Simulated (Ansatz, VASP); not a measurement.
**BiS4 in VASP and in Ansatz**

```
CELL_PARAMETERS angstrom
4.90697 0.00000 0.00000
0.00000 4.90697 0.00000
0.00000 0.00000 4.90697
ATOMIC_POSITIONS crystal
Bi 0.00000 0.00000 0.00000
S 0.30798 0.30798 0.30798
S 0.69202 0.69202 0.30798
S 0.30798 0.69202 0.69202
S 0.69202 0.30798 0.69202
```

Change from the starting cell: species swapped into the SnI4 type (P-43m, No. 215).

Alike in both runs: functional PBE; k mesh 8 × 8 × 8; occupations gaussian, width 0.1 eV; no spin polarisation.

Ansatz relaxed the structure, and its values are those at the end. VASP's run is a single point on that final structure, the one shown.

|  | VASP | Ansatz |
| --- | --- | --- |
| version | VASP 6.6.1 | Ansatz 0.2.0 |
| potentials or method | VASP PAW PBE potentials, release 64 (Bi_d, S), cutoff 520 eV | scalar-relativistic, plane waves, PAW |
| valence electrons in the cell | 39 | 39 |

|  | VASP | Ansatz | Ansatz less VASP |
| --- | --- | --- | --- |
| gap on the k mesh at the Fermi level (eV) | none | none | - |
| pressure (GPa) | -0.1 | 0.0 | +0.09 |

A gap of «none» marks a metal or a gap that the smearing closes. With one functional, cell and mesh, what is left measures potentials, basis and numerics.

Spin-orbit coupling is off throughout.
